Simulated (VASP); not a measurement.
BN:

```
B N
1.0
     0.00000    1.80482    1.80482
     1.80482    0.00000    1.80482
     1.80482    1.80482    0.00000
B N
1 1
Direct
  0.00000 0.00000 0.00000
  0.25000 0.25000 0.25000
```

Program: VASP 6.6.1. Alike in all runs: task single point; potentials or basis VASP PAW PBE potentials, release 64 (B, N); no spin polarisation; cell as given; cutoff (eV) 520; smearing gaussian 0.01 eV.

Q: Order these runs on this cell by their band gap on the k mesh, lowest first.
A. level PBE-based screened hybrid with 10 % exact exchange; k mesh 6 × 6 × 6; grid for exact exchange (PRECFOCK) Normal; share of exact exchange 0.1; screening parameter 0.3 1/Å
B. level PBEsol; k mesh 8 × 8 × 8
C. level PBE-based screened hybrid with 35 % exact exchange; k mesh 6 × 6 × 6; grid for exact exchange (PRECFOCK) Normal; share of exact exchange 0.35; screening parameter 0.5 1/Å

A: B (4.28 eV), A (4.89 eV), C (5.47 eV).

Caveats: some runs use coarse meshes.

A k mesh can miss the band edges.
